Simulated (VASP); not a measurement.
A run of VASP 6.6.1:

File INCAR:

```
SYSTEM = Zr3O
ALGO = Normal
EDIFF = 1E-7
ENCUT = 520
GGA = PS
ISIF = 2
ISMEAR = 0
LASPH = .True.
LCHARG = .True.
LELF = .True.
LREAL = .False.
LVHAR = .True.
LWAVE = .False.
NBANDS = 52
NELM = 60
PREC = Accurate
SIGMA = 0.15
```

Contents of KPOINTS:

```
k-points
0
Gamma
  9 9 8
  0 0 0
```

POSCAR

```
Zr3O
1.0
    5.4682318713      0.0000000000      0.0000000000
   -2.7341159356      4.7356277143      0.0000000000
    0.0000000000      0.0000000000      5.3769123990
Zr O
6 2
Direct
    0.3663331157      0.0000000000      0.0000000000
    0.3663331157      0.3663331157      0.5000000000
    0.0000000000      0.3663331157      0.0000000000
    0.6336668843      0.0000000000      0.5000000000
    0.6336668843      0.6336668843      0.0000000000
    0.0000000000      0.6336668843      0.5000000000
    0.3333333333      0.6666666667      0.2500000000
    0.6666666667      0.3333333333      0.7500000000
```

Potentials or basis: VASP PAW PBE potentials, release 64 (Zr_sv, O).

Launch:

```sh
$ cat potpaw_PBE.64/Zr_sv/POTCAR potpaw_PBE.64/O/POTCAR > POTCAR
$ mpirun -np 1 vasp_std > vasp.out
```

Hardware: 1 thread of Intel Xeon 8259CL, on a shared host.

Problem. How long does it take, and how much memory?

Solution. It took 16 min on 1 thread of Intel Xeon 8259CL, on a shared host, peak memory 0.46 GiB. Counts: scf iterations 16, k points 60.
